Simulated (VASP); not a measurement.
A run of VASP 6.6.1 is set up as follows.

The input POSCAR:

```
SiC
1.0
    1.5101179790      0.8718670217      5.2126003613
   -1.5101179790      0.8718670217      5.2126003613
    0.0000000000     -1.7437340434      5.2126003612
C Si
2 2
Direct
    0.4491910690      0.4491910690      0.4491910690
    0.5508089310      0.5508089310      0.5508089310
    0.9254740593      0.9254740593      0.9254740593
    0.0745259407      0.0745259407      0.0745259407
```

The input INCAR.step1:

```
SYSTEM = SiC
PREC     = Accurate       ! precision mode
ENCUT    = 520            ! plane-wave cutoff, eV
ISMEAR   = 0              ! smearing method
SIGMA    = 0.01           ! smearing width, eV
LREAL    = .False.        ! projectors in reciprocal space
LASPH    = .True.         ! aspherical terms in the spheres
NELM     = 80             ! most SCF steps
NBANDS   = 16             ! bands
GGA      = PE             ! functional
ALGO     = Normal         ! electronic algorithm
EDIFF    = 1E-4           ! SCF threshold, eV
LWAVE    = .True.         ! write WAVECAR
LCHARG   = .False.        ! write CHGCAR
```

Contents of INCAR.step2:

```
SYSTEM = SiC
PREC     = Accurate       ! precision mode
ENCUT    = 520            ! plane-wave cutoff, eV
EDIFF    = 1E-6           ! SCF threshold, eV
ISMEAR   = 0              ! smearing method
SIGMA    = 0.01           ! smearing width, eV
LREAL    = .False.        ! projectors in reciprocal space
LASPH    = .True.         ! aspherical terms in the spheres
NELM     = 80             ! most SCF steps
ALGO     = Normal         ! electronic algorithm
ISIF     = 2              ! what is computed and relaxed
LWAVE    = .False.        ! write WAVECAR
LCHARG   = .False.        ! write CHGCAR
METAGGA  = R2SCAN         ! meta-GGA
LMIXTAU  = .True.       
NBANDS   = 16             ! bands
ISTART   = 1
```

The input KPOINTS:

```
Automatic mesh
0
Gamma
  8 8 8
  0 0 0
```

Potentials or basis: VASP PAW PBE potentials, release 64 (C, Si).

Run with:

```bash
$ cat potpaw_PBE.64/C/POTCAR potpaw_PBE.64/Si/POTCAR > POTCAR
$ cp INCAR.step1 INCAR
$ mpirun -np 1 vasp_std > vasp.out
$ cp INCAR.step2 INCAR
$ mpirun -np 1 vasp_std > vasp.out
```

Estimate the largest force.

0.304 eV/Å.

Predict the pressure.

14.3 GPa.

Estimate the band gap on the k mesh.

0.60 eV, indirect (least direct gap 2.06 eV).

Stress tensor (GPa, compression positive):
```
14.27  0.00  0.00
 0.00 14.27  0.00
 0.00  0.00 14.47
```

Caveat: the PAW data sets were made with another functional, which shifts forces and pressure a little. A k mesh can miss the band edges.
